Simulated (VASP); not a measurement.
Wanted: the native input for a VASP 6.6.1 run.

| Item | Value |
| --- | --- |
| Task | single point |
| Functional | PBEsol |
| Dispersion | D3(BJ) |
| Potentials or basis | VASP PAW PBE potentials, release 64 (Rh_pv) |
| Cutoff | 520 eV |
| k mesh | 12 × 12 × 12 |
| Occupations | fermi-dirac, width 0.05 eV |
| Spin | no spin polarisation |
| Dipole correction | no |
| Further INCAR settings | ALGO = Normal; EDIFF = 1e-07; NBANDS = 14 |

The structure of Rh lies in POSCAR:

```
Rh
1.0
    0.0000000000      1.8741295776      1.8741295776
    1.8741295776      0.0000000000      1.8741295776
    1.8741295776      1.8741295776      0.0000000000
Rh
1
Direct
    0.0000000000      0.0000000000      0.0000000000
```

One way to write it, as run:

INCAR

```
SYSTEM = Rh
PREC     = Accurate       ! precision mode
ENCUT    = 520            ! plane-wave cutoff, eV
EDIFF    = 1E-7           ! SCF threshold, eV
ISMEAR   = -1             ! smearing method
SIGMA    = 0.05           ! smearing width, eV
LREAL    = .False.        ! projectors in reciprocal space
LASPH    = .True.         ! aspherical terms in the spheres
NELM     = 60             ! most SCF steps
ALGO     = Normal         ! electronic algorithm
ISIF     = 2              ! what is computed and relaxed
LWAVE    = .False.        ! write WAVECAR
LCHARG   = .True.         ! write CHGCAR
GGA      = PS             ! functional
IVDW     = 12             ! dispersion correction
LELF     = .True.         ! ELF
LVHAR    = .True.       
NBANDS   = 14             ! bands
```

KPOINTS

```
Automatic mesh
0
Gamma
  12 12 12
  0 0 0
```

Potentials or basis: VASP PAW PBE potentials, release 64 (Rh_pv).

The run is started by

```sh
$ cat potpaw_PBE.64/Rh_pv/POTCAR > POTCAR
$ mpirun -np 1 vasp_std > vasp.out
```

It gave:

```
Pressure                   : -0.1 GPa
Dispersion energy per atom : -0.635 eV
```

Caveat: the PAW data sets were made with another functional, which shifts forces and pressure a little; pairwise dispersion overbinds metals, which lowers pressure and volume.

It took 20 s on 1 thread of Intel Xeon 8259CL, with other jobs on the host, peak memory 0.14 GiB.
